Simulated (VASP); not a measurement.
# CdS (Fm-3m) in VASP: further runs

CdS is run at these levels: r2SCAN, PBEsol; tasks: single point.

All numbers are computed with VASP 6.6.1; they aren't measurements. Logs are shortened: lines on timing, memory, paths and dates and some standing lists are left out, and cuts for length are marked.

### Step 1. The cell of the first run

Symmetry: Fm-3m, No. 225, cubic system. The conventional cell has a = 5.579 Å, b = 5.579 Å, c = 5.579 Å, α = 90.00°, β = 90.00°, γ = 90.00°. Within 3.7 Å of Cd (site symmetry m-3m) lie 6 S at 2.79 Å. S (site symmetry m-3m) has 6 Cd at 2.79 Å within 3.7 Å.

### Step 2. Single point, r2SCAN

POSCAR

```
CdS
1.0
    0.0000000000      2.7894750496      2.7894750496
    2.7894750496      0.0000000000      2.7894750496
    2.7894750496      2.7894750496      0.0000000000
Cd S
1 1
Direct
    0.0000000000      0.0000000000      0.0000000000
    0.5000000000      0.5000000000      0.5000000000
```

INCAR.step1

```
SYSTEM = CdS
ALGO = Normal
EDIFF = 1E-5
ENCUT = 600
GGA = PE
GGA_COMPAT = .FALSE.
ISMEAR = -1
LASPH = .TRUE.
LCHARG = .FALSE.
LREAL = .FALSE.
LWAVE = .TRUE.
NBANDS = 20
NELM = 120
PREC = Accurate
SIGMA = 0.05
```

INCAR.step2

```
SYSTEM = CdS
ALGO = Normal
EDIFF = 1E-6
ENCUT = 600
GGA_COMPAT = .FALSE.
ISIF = 2
ISMEAR = -1
ISTART = 1
LASPH = .TRUE.
LCHARG = .FALSE.
LMIXTAU = .TRUE.
LREAL = .FALSE.
LWAVE = .FALSE.
METAGGA = R2SCAN
NBANDS = 20
NELM = 120
PREC = Accurate
SIGMA = 0.05
```

KPOINTS

```
k-points
0
G
  8 8 8
  0 0 0
```

Potentials or basis: VASP PAW PBE potentials, release 64 (Cd_sv_GW, S).

Started as:

```sh
> cat potpaw_PBE.64/Cd_sv_GW/POTCAR potpaw_PBE.64/S/POTCAR > POTCAR
> cp INCAR.step1 INCAR
> mpirun -np 1 vasp_std > vasp.out
> cp INCAR.step2 INCAR
> mpirun -np 1 vasp_std > vasp.out
```

OUTCAR:

```text
SYSTEM = CdS
   EDIFF = 1E-6
   ENCUT = 600
   ISIF = 2
   ISMEAR = -1
   ISTART = 1
   LASPH = .TRUE.
   LREAL = .FALSE.
   METAGGA = R2SCAN
   NELM = 120
   PREC = Accurate

 ion  position               nearest neighbor table
   1  0.000  0.000  0.000-
   2  0.500  0.500  0.500-

  LATTYP: Found a face centered cubic cell.
 ALAT       =     5.5789500992

  Lattice vectors:

 A1 = (   0.0000000000,   2.7894750496,   2.7894750496)
 A2 = (   2.7894750496,   0.0000000000,   2.7894750496)
 A3 = (   2.7894750496,   2.7894750496,   0.0000000000)

Analysis of symmetry for initial positions (statically):
=====================================================================
 Subroutine PRICEL returns:
 Original cell was already a primitive cell.

 Routine SETGRP: Setting up the symmetry group for a
 face centered cubic supercell.

 Subroutine GETGRP returns: Found 48 space group operations
 (whereof 48 operations were pure point group operations)
 out of a pool of 48 trial point group operations.

The static configuration has the point symmetry O_h .

Analysis of symmetry for dynamics (positions and initial velocities):
=====================================================================
 Subroutine PRICEL returns:
 Original cell was already a primitive cell.

 Routine SETGRP: Setting up the symmetry group for a
 face centered cubic supercell.

 Subroutine GETGRP returns: Found 48 space group operations
 (whereof 48 operations were pure point group operations)
 out of a pool of 48 trial point group operations.

The dynamic configuration has the point symmetry O_h .

 Subroutine INISYM returns: Found 48 space group operations
 (whereof 48 operations are pure point group operations),
 and found     1 'primitive' translations

----------------------------------------------------------------------------------------

                                     Primitive cell

  volume of cell :      43.4108

  direct lattice vectors                    reciprocal lattice vectors
     0.000000000  2.789475050  2.789475050    -0.179245195  0.179245195  0.179245195
     2.789475050  0.000000000  2.789475050     0.179245195 -0.179245195  0.179245195
     2.789475050  2.789475050  0.000000000     0.179245195  0.179245195 -0.179245195

  length of vectors
     3.944913447  3.944913447  3.944913447     0.310461785  0.310461785  0.310461785

  position of ions in fractional coordinates (direct lattice)
     0.000000000  0.000000000  0.000000000
     0.500000000  0.500000000  0.500000000

  ion indices of the primitive-cell ions
   primitive index   ion index
                 1           1
                 2           2

----------------------------------------------------------------------------------------

 KPOINTS: k-points

Automatic generation of k-mesh.
 Grid dimensions read from file:
 generate k-points for:    8    8    8

 Generating k-lattice:

  Cartesian coordinates                     Fractional coordinates (reciprocal lattice)
    -0.022405649  0.022405649  0.022405649     0.125000000  0.000000000  0.000000000
     0.022405649 -0.022405649  0.022405649     0.000000000  0.125000000  0.000000000
     0.022405649  0.022405649 -0.022405649     0.000000000  0.000000000  0.125000000

  Length of vectors
     0.038807723  0.038807723  0.038807723

  Shift w.r.t. Gamma in fractional coordinates (k-lattice)
     0.000000000  0.000000000  0.000000000

 Subroutine IBZKPT returns following result:
 ===========================================

 Found     29 irreducible k-points:

 Following reciprocal coordinates:
            Coordinates               Weight
  0.000000  0.000000  0.000000      1.000000
  0.125000  0.000000  0.000000      8.000000
  0.250000  0.000000  0.000000      8.000000
  0.375000  0.000000  0.000000      8.000000
  0.500000  0.000000  0.000000      4.000000
  0.125000  0.125000  0.000000      6.000000
[... 16 lines left out ...]
  0.500000  0.250000  0.125000     48.000000
 -0.375000  0.250000  0.125000     24.000000
 [... further k-points ...]
   k-points           NKPTS =     29   k-points in BZ     NKDIM =     29   number of bands    NBANDS=     20
   number of dos      NEDOS =    301   number of ions     NIONS =      2
   total plane-waves  NPLWV =  32768
   dimension x,y,z NGX =    32 NGY =   32 NGZ =   32
   dimension x,y,z NGXF=    64 NGYF=   64 NGZF=   64
   ions per type =               1   1
   NGX,Y,Z   is equivalent  to a cutoff of  13.49, 13.49, 13.49 a.u.
   NGXF,Y,Z  is equivalent  to a cutoff of  26.97, 26.97, 26.97 a.u.
 SYSTEM =  CdS
   PREC   = accura    normal or accurate (medium, high low for compatibility)
   ISTART =      1    job   : 0-new  1-cont  2-samecut
   ICHARG =      0    charge: 1-file 2-atom 10-const
   ISPIN  =      1    spin polarized calculation?
   LNONCOLLINEAR =      F non collinear calculations
   LSORBIT =      F    spin-orbit coupling
   LASPH  =      T    aspherical Exc in radial PAW
   ENCUT  =  600.0 eV  44.10 Ry    6.64 a.u.   7.88  7.88  7.88*2*pi/ulx,y,z
   NELM   =    120;   NELMIN=  2; NELMDL=  0     # of ELM steps
   EDIFF  = 0.1E-05   stopping-criterion for ELM
   LREAL  =      F    real-space projection
   EDIFFG = 0.1E-04   stopping-criterion for IOM
   NSW    =      0    number of steps for IOM
   IBRION =     -1    ionic relax: 0-MD 1-quasi-New 2-CG
   NFREE  =      0    steps in history (QN), initial steepest desc. (CG)
   ISIF   =      2    stress and relaxation
   ISYM   =      2    0-nonsym 1-usesym 2-fastsym
   POTIM  = 0.5000    time-step for ionic-motion
   TEBEG  =    0.0;   TEEND  =   0.0 temperature during run
   PSTRESS=    0.0 pullay stress
   NELECT =      26.0000    total number of electrons
   NUPDOWN=      -1.0000    fix difference up-down
   EMIN   =  10.00;   EMAX   =-10.00  energy-range for DOS
   EFERMI =   0.00;   METHOD = LEGACY
   ISMEAR =    -1;   SIGMA  =   0.05  broadening in eV -4-tet -1-fermi 0-gaus
   EFERMI_NEDOS =   21; number of points for ismear=-14 and -15
   IALGO  =     38    algorithm
   IMIX   =      4    mixing-type and parameters
     AMIX     =   0.40;   BMIX     =  1.00
     AMIX_MAG =   1.60;   BMIX_MAG =  1.00
  volume/ion in A,a.u.               =      21.71       146.48
  Fermi-wavevector in a.u.,A,eV,Ry     =   1.379961  2.607748 25.909469  1.904292
  Thomas-Fermi vector in A             =   2.504882
   LORBIT       =      0    0 simple, 1 ext, 2 COOP (PROOUT), +10 PAW based schemes
   METAGGA = R2SCAN    functional components
   LHFCALC =     F    Hartree Fock is set to
   AEXX    =    0.0000 exact exchange contribution
   IVDW    =     0    specifies the selected vdW correction
   LEPSILON=     F    determine dielectric tensor
   LRPA    =     F    only Hartree local field effects (RPA)
 non-spin polarized calculation
  energy-cutoff  :      600.00
  volume of cell :       43.41
 maximum number of plane-waves:      1472
   NGX = 15   NGY = 15   NGZ = 15

 number of electron      25.9999987 magnetization

 Free energy of the ion-electron system (eV)
  ---------------------------------------------------
  ext. energy  EPLUGINS =         0.00000000
  ---------------------------------------------------
  free energy    TOTEN  =       -29.54201519 eV

  energy without entropy =      -29.54199334  energy(sigma->0) =      -29.54200427

 E-fermi :   4.2966     XC(G=0): -10.7870

 val. band max:        3.8591714964   @ k =   0.5000   0.0000   0.0000
 cond. band min:       4.6035780306   @ k =   0.5000   0.5000   0.0000
 fundamental gap:      0.7444065342
 Fermi energy:         4.2966166464

 k-point     1 :       0.0000    0.0000    0.0000
  band No.  band energies     occupation
      1    -100.4913      2.00000
      2     -60.6566      2.00000
      3     -60.6566      2.00000
      4     -60.6566      2.00000
      5      -9.0006      2.00000
      6      -3.9289      2.00000
[... 12 lines left out ...]
     19      15.7730      0.00000
     20      15.7730      0.00000

 k-point     2 :       0.1250    0.0000    0.0000
  band No.  band energies     occupation
      1    -100.4913      2.00000
      2     -60.6566      2.00000
      3     -60.6565      2.00000
      4     -60.6565      2.00000
      5      -8.8796      2.00000
      6      -3.9634      2.00000
[... 12 lines left out ...]
     19      14.6160      0.00000
     20      15.4213      0.00000

 k-point     3 :       0.2500    0.0000    0.0000
  band No.  band energies     occupation
      1    -100.4913      2.00000
      2     -60.6570      2.00000
      3     -60.6565      2.00000
      4     -60.6565      2.00000
      5      -8.5590      2.00000
      6      -4.0569      2.00000
[... 12 lines left out ...]
     19      15.1785      0.00000
     20      15.1785      0.00000

 k-point     4 :       0.3750    0.0000    0.0000
  band No.  band energies     occupation
      1    -100.4912      2.00000
      2     -60.6574      2.00000
      3     -60.6566      2.00000
      4     -60.6566      2.00000
      5      -8.1835      2.00000
      6      -4.1471      2.00000
[... 12 lines left out ...]
     19      16.4173      0.00000
     20      16.4173      0.00000

 k-point     5 :       0.5000    0.0000    0.0000
  band No.  band energies     occupation
      1    -100.4912      2.00000
      2     -60.6577      2.00000
      3     -60.6567      2.00000
      4     -60.6567      2.00000
      5      -8.0051      2.00000
      6      -4.1836      2.00000
[... 12 lines left out ...]
     19      17.2897      0.00000
     20      17.2897      0.00000
[... 353 lines left out ...]
      6      -4.0510      2.00000
[... 12 lines left out ...]
     19      18.7121      0.00000
     20      19.0603      0.00000

 k-point    22 :       0.3750    0.2500    0.1250
  band No.  band energies     occupation
      1    -100.4912      2.00000
      2     -60.6570      2.00000
      3     -60.6567      2.00000
      4     -60.6566      2.00000
      5      -8.3863      2.00000
      6      -4.0640      2.00000
[... 12 lines left out ...]
     19      17.4594      0.00000
     20      18.2539      0.00000

 k-point    23 :       0.5000    0.2500    0.1250
  band No.  band energies     occupation
      1    -100.4912      2.00000
      2     -60.6574      2.00000
      3     -60.6568      2.00000
      4     -60.6567      2.00000
      5      -8.1459      2.00000
      6      -4.0810      2.00000
[... 12 lines left out ...]
     19      17.8993      0.00000
     20      18.4190      0.00000

 k-point    24 :      -0.3750    0.2500    0.1250
  band No.  band energies     occupation
      1    -100.4912      2.00000
      2     -60.6575      2.00000
      3     -60.6569      2.00000
      4     -60.6567      2.00000
      5      -8.0409      2.00000
      6      -4.1127      2.00000
[... 12 lines left out ...]
     19      16.6110      0.00000
     20      18.7360      0.00000

 [... further k-points ...]

------------------------ aborting loop because EDIFF is reached ----------------------------------------

  FORCE on cell =-STRESS in cart. coord.  units (eV):
  Direction    XX          YY          ZZ          XY          YZ          ZX
  --------------------------------------------------------------------------------------
  -------------------------------------------------------------------------------------
  Total       -1.4227000     -1.4227000     -1.4227000      0.0000000     -0.0000000      0.0000000
  in kB      -52.5081202    -52.5081202    -52.5081202      0.0000000     -0.0000000      0.0000000
  external PRESSURE =     -52.5081202 kB  Pullay stress =       0.0000000 kB

 VOLUME and BASIS-vectors are now :
 -----------------------------------------------------------------------------
  energy-cutoff  :      600.00
  volume of cell :       43.41
      direct lattice vectors                 reciprocal lattice vectors
     0.000000000  2.789475050  2.789475050    -0.179245195  0.179245195  0.179245195
     2.789475050  0.000000000  2.789475050     0.179245195 -0.179245195  0.179245195
     2.789475050  2.789475050  0.000000000     0.179245195  0.179245195 -0.179245195

 POSITION                                       TOTAL-FORCE (eV/Angst)
 -----------------------------------------------------------------------------------
      0.00000      0.00000      0.00000         0.000000     -0.000000     -0.000000
      2.78948      2.78948      2.78948         0.000000      0.000000      0.000000
 -----------------------------------------------------------------------------------
    total drift:                                0.000000     -0.000000     -0.000000

  FREE ENERGIE OF THE ION-ELECTRON SYSTEM (eV)
  ---------------------------------------------------
  free  energy   TOTEN  =       -29.5420151914 eV

  energy  without entropy=      -29.5419933427  energy(sigma->0) =      -29.54200427
```

Run time: 60 s. Hardware: 1 thread of Intel Xeon Platinum 8488C (Sapphire Rapids), shared host; peak memory 0.2 GiB.

What came out:

```yaml
Free_energy: -29.5420 eV
Pressure: -5.3 GPa
Band_gap_on_the_k_mesh: 0.74 eV (least direct gap 1.91 eV)
```

Levels at points of the mesh, in eV from the valence-band top:
```
           k point  band 11  band 12  band 13  band 14  band 15  band 16
(0.00, 0.00, 0.00)    -0.63    -0.63    -0.63     1.28     9.71     9.71
(0.50, 0.00, 0.00)    -4.57     0.00     0.00     4.08     6.49     6.49
(0.50, 0.50, 0.00)    -3.89    -1.93    -1.93     0.74     6.51    10.27
```

Caveat: the cell stands under tension; semilocal functionals underestimate gaps, and a narrow one can read as zero; the PAW data sets were made with another functional, which shifts forces and pressure a little. A k mesh can miss the band edges.

### Step 3. Single point, PBEsol

This run uses another cell than the first one, of 20.45 Å³/atom.

INCAR

```
SYSTEM = CdS
ALGO     = Normal         ! electronic algorithm
EDIFF    = 1E-6           ! SCF threshold, eV
ENCUT    = 630            ! plane-wave cutoff, eV
GGA      = PS             ! functional
GGA_COMPAT= .FALSE.      
ISIF     = 2              ! what is computed and relaxed
ISMEAR   = -1             ! smearing method
LASPH    = .TRUE.         ! aspherical terms in the spheres
LCHARG   = .TRUE.         ! write CHGCAR
LELF     = .TRUE.         ! ELF
LREAL    = .FALSE.        ! projectors in reciprocal space
LVHAR    = .TRUE.       
LWAVE    = .FALSE.        ! write WAVECAR
NBANDS   = 20             ! bands
NELM     = 120            ! most SCF steps
PREC     = Accurate       ! precision mode
SIGMA    = 0.05           ! smearing width, eV
```

KPOINTS is that of step 2.

POSCAR

```
CdS
1.0
    0.0000000000      2.7347652956      2.7347652956
    2.7347652956      0.0000000000      2.7347652956
    2.7347652956      2.7347652956      0.0000000000
Cd S
1 1
Direct
    0.0000000000      0.0000000000      0.0000000000
    0.5000000000      0.5000000000      0.5000000000
```

Potentials or basis: VASP PAW PBE potentials, release 64 (Cd_sv_GW, S).

Started as:

```sh
> cat potpaw_PBE.64/Cd_sv_GW/POTCAR potpaw_PBE.64/S/POTCAR > POTCAR
> mpirun -np 1 vasp_std > vasp.out
```

OUTCAR:

```text
SYSTEM = CdS
   EDIFF = 1E-6
   ENCUT = 630
   GGA = PS
   ISIF = 2
   ISMEAR = -1
   LASPH = .TRUE.
   LREAL = .FALSE.
   NELM = 120
   PREC = Accurate

 ion  position               nearest neighbor table
   1  0.000  0.000  0.000-
   2  0.500  0.500  0.500-

  LATTYP: Found a face centered cubic cell.
 ALAT       =     5.4695305912

  Lattice vectors:

 A1 = (   0.0000000000,   2.7347652956,   2.7347652956)
 A2 = (   2.7347652956,   0.0000000000,   2.7347652956)
[... 736 lines left out ...]
------------------------ aborting loop because EDIFF is reached ----------------------------------------

  FORCE on cell =-STRESS in cart. coord.  units (eV):
  Direction    XX          YY          ZZ          XY          YZ          ZX
  --------------------------------------------------------------------------------------
  -------------------------------------------------------------------------------------
  Total       -0.8043732     -0.8043732     -0.8043732      0.0000000      0.0000000     -0.0000000
  in kB      -31.5048934    -31.5048934    -31.5048934      0.0000000      0.0000000     -0.0000000
  external PRESSURE =     -31.5048934 kB  Pullay stress =       0.0000000 kB

 VOLUME and BASIS-vectors are now :
 -----------------------------------------------------------------------------
  energy-cutoff  :      630.00
  volume of cell :       40.91
      direct lattice vectors                 reciprocal lattice vectors
     0.000000000  2.734765296  2.734765296    -0.182831046  0.182831046  0.182831046
     2.734765296  0.000000000  2.734765296     0.182831046 -0.182831046  0.182831046
     2.734765296  2.734765296  0.000000000     0.182831046  0.182831046 -0.182831046

 POSITION                                       TOTAL-FORCE (eV/Angst)
 -----------------------------------------------------------------------------------
      0.00000      0.00000      0.00000        -0.000000     -0.000000      0.000000
      2.73477      2.73477      2.73477         0.000000      0.000000     -0.000000
 -----------------------------------------------------------------------------------
    total drift:                                0.000000     -0.000000     -0.000000

  FREE ENERGIE OF THE ION-ELECTRON SYSTEM (eV)
  ---------------------------------------------------
  free  energy   TOTEN  =        -6.7193227061 eV

  energy  without entropy=       -6.7174854863  energy(sigma->0) =       -6.71840410
```

OSZICAR:

```text
N       E                     dE             d eps       ncg     rms          rms(c)
DAV:   1     0.461100942296E+03    0.46110E+03   -0.16226E+04  1172   0.191E+03
DAV:   2     0.360205410888E+02   -0.42508E+03   -0.39432E+03  1160   0.619E+02
DAV:   3    -0.556828568356E+01   -0.41589E+02   -0.40864E+02  1752   0.219E+02
DAV:   4    -0.718661501553E+01   -0.16183E+01   -0.16169E+01  1616   0.430E+01
DAV:   5    -0.724909992030E+01   -0.62485E-01   -0.62482E-01  1644   0.858E+00    0.166E+01
DAV:   6    -0.674341590098E+01    0.50568E+00   -0.11980E+00  1896   0.211E+01    0.124E+01
DAV:   7    -0.672343250222E+01    0.19983E-01   -0.29920E-01  1776   0.520E+00    0.550E+00
DAV:   8    -0.671990939872E+01    0.35231E-02   -0.31261E-02  1760   0.347E+00    0.433E-01
DAV:   9    -0.671933248247E+01    0.57692E-03   -0.37082E-03  1648   0.172E+00    0.882E-02
DAV:  10    -0.671933497820E+01   -0.24957E-05   -0.26777E-04  1872   0.211E-01    0.419E-02
DAV:  11    -0.671932257269E+01    0.12406E-04   -0.46609E-05  1728   0.496E-02    0.153E-02
DAV:  12    -0.671932270609E+01   -0.13341E-06   -0.39706E-06  1400   0.302E-02
   1 F= -.67193227E+01 E0= -.67184041E+01  d E =-.183722E-02
```

stdout:

```text
POSCAR found type information on POSCAR CdS
 POSCAR found :  2 types and       2 ions
 scaLAPACK will be used
 -----------------------------------------------------------------------------
|                                                                             |
|                                                                             |
|     You enforced a specific xc type in the INCAR file but a different       |
|     I HOPE YOU KNOW WHAT YOU ARE DOING!                                     |
|                                                                             |
 -----------------------------------------------------------------------------

 LDA part: xc-table for (Slater+PW92), standard interpolation
 POSCAR, INCAR and KPOINTS ok, starting setup
 FFT: planning ... GRIDC
 FFT: planning ... GRID_SOFT
 FFT: planning ... GRID
 WAVECAR not read
 entering main loop
```

Wall time 12 s (1 thread of Intel Xeon 6975P-C (Granite Rapids), shared host); peak memory 0.2 GiB.

Results:

| Property | Result |
| --- | --- |
| Free energy | -6.7193 eV |
| Pressure | -3.2 GPa |
| Band gap on the k mesh | 0.14 eV (least direct gap 1.57 eV) |

Caveat: the cell stands under tension; semilocal functionals underestimate gaps, and a narrow one can read as zero; the PAW data sets were made with another functional, which shifts forces and pressure a little.

The gap in the log of VASP goes by the Fermi energy; the results here count the filled bands.